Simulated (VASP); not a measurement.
Sn:

```
Sn
1.0
    -1.89465    1.89465    1.89465
     1.89465   -1.89465    1.89465
     1.89465    1.89465   -1.89465
Sn
1
Cartesian
  0.0000 0.0000 0.0000
```

```yaml
Program: VASP 6.6.1
Task: relaxation of cell and atoms
Functional: RPBE
Dispersion: D3(BJ)
Potentials_or_basis: VASP PAW PBE potentials, release 64 (Sn_d)
Cutoff: 600 eV
k_mesh: 10 × 10 × 10
Occupations: fermi-dirac, width 0.05 eV
Spin: no spin polarisation
```

At the start: pressure -17.0 GPa; volume 27.20 Å³/atom.

Task: How do energy, volume and symmetry change on relaxing?

Result: Over 4 steps the energy falls by 476.5 meV/atom and the volume is 20.58 Å³/atom (-24.4 %); space group Im-3m (No. 229, to 0.05 Å).

The path:
```tsv
step	energy change (eV)	largest force (eV/Å)	pressure (GPa)	volume (Å³)
1	0.0000	0.0000	-16.96	27.20
2	-0.2044	0.0000	32.00	17.37
3	-0.4762	0.0000	-0.69	20.70
4	-0.4765	0.0000	-0.01	20.58
```

Final structure:
```cif
data_structure
_symmetry_space_group_name_H-M 'P 1'
_symmetry_Int_Tables_number 1
_cell_length_a 2.9900
_cell_length_b 2.9900
_cell_length_c 2.9900
_cell_angle_alpha 109.471
_cell_angle_beta 109.471
_cell_angle_gamma 109.471
_cell_volume 20.58
loop_
_atom_site_label
_atom_site_type_symbol
_atom_site_fract_x
_atom_site_fract_y
_atom_site_fract_z
_atom_site_occupancy
Sn1 Sn 0.00000 0.00000 0.00000 1
```

Caveat: the volume moved by over 15 % at a fixed basis, so the end points are rough; the PAW data sets were made with another functional, which shifts forces and pressure a little; pairwise dispersion overbinds metals, which lowers pressure and volume.
